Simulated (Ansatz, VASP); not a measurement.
Sb2Se3: VASP beside Ansatz

INCAR

```
  PREC = Accurate
  ENCUT = 500
  EDIFF = 1E-6
  ISMEAR = 0
  SIGMA = 0.1
  LREAL = False
  LASPH = True
  NELM = 120
  ALGO = Normal
  ISIF = 2
  LWAVE = False
  LCHARG = False
  GGA = PE
  NBANDS = 39
  GGA_COMPAT = False
```

The input KPOINTS:

```
regular mesh
0
Gamma
  3 3 3
```

File POSCAR:

```
Sb2Se3
1.0
    3.6571458112      2.1114541185      6.5653050625
   -3.6571458112      2.1114541185      6.5653050625
    0.0000000000     -4.2229082371      6.5653050625
Sb Se
4 6
Direct
    0.3437637147      0.3437637147      0.3437637147
    0.1562362853      0.1562362853      0.1562362853
    0.8437637147      0.8437637147      0.8437637147
    0.6562362853      0.6562362853      0.6562362853
    0.0453450830      0.7500000000      0.4546549170
    0.4546549170      0.0453450830      0.7500000000
    0.7500000000      0.4546549170      0.0453450830
    0.2500000000      0.5453450830      0.9546549170
    0.5453450830      0.9546549170      0.2500000000
    0.9546549170      0.2500000000      0.5453450830
```

Input for Ansatz:

```yaml
crystal:
  lattice:
    - [3.6571458112, 2.1114541185, 6.5653050625]
    - [-3.6571458112, 2.1114541185, 6.5653050625]
    - [0.0, -4.2229082371, 6.5653050625]
  atoms:
    - { symbol: Sb, position: [0.3437637147, 0.3437637147, 0.3437637147] }
    - { symbol: Sb, position: [0.1562362853, 0.1562362853, 0.1562362853] }
    - { symbol: Sb, position: [0.8437637147, 0.8437637147, 0.8437637147] }
    - { symbol: Sb, position: [0.6562362853, 0.6562362853, 0.6562362853] }
    - { symbol: Se, position: [0.045345083, 0.75, 0.454654917] }
    - { symbol: Se, position: [0.454654917, 0.045345083, 0.75] }
    - { symbol: Se, position: [0.75, 0.454654917, 0.045345083] }
    - { symbol: Se, position: [0.25, 0.545345083, 0.954654917] }
    - { symbol: Se, position: [0.545345083, 0.954654917, 0.25] }
    - { symbol: Se, position: [0.954654917, 0.25, 0.545345083] }
basis:
  ecutwfc: 420
kpoints:
  mp_grid: { grid: [3, 3, 3] }
hamiltonian:
  xc: pbe
scf:
  occupations: { method: gaussian, width: 0.1 }
  lower_state_search: "off"
output:
  forces: true
  stress: true
  eigenvalues: true
```

Change from the starting cell: species swapped into the Ag2Cl3 type (R-3c, No. 167).

Alike in both runs: task single point; functional PBE; k mesh 3 × 3 × 3; occupations gaussian, width 0.1 eV; no spin polarisation.

|  | VASP | Ansatz |
| --- | --- | --- |
| version | VASP 6.6.1 | Ansatz 0.2.0 |
| potentials or method | VASP PAW PBE potentials, release 64 (Sb, Se), cutoff 500 eV | scalar-relativistic, plane waves, PAW |
| valence electrons in the cell | 56 | 156 |

```tsv
	VASP	Ansatz	Ansatz less VASP
gap on the k mesh at the Fermi level (eV)	0.15	0.16	+0.005
least direct gap on the mesh (eV)	0.57	0.58	+0.002
pressure (GPa)	0.0	0.0	+0.06
traceless stress, the component that is largest in VASP (GPa)	-0.26	-0.27	-0.016
rms of the force components (eV/Å)	0.040	0.042	+0.0024
```

Atom by atom the forces differ by 0.003 eV/Å (rms over components). With one functional, cell and mesh, what is left measures potentials, basis and numerics. VASP's potentials hold 56 valence electrons a cell and Ansatz's 156, so a difference there can come from the potentials and not from the codes.

Spin-orbit coupling is off throughout.
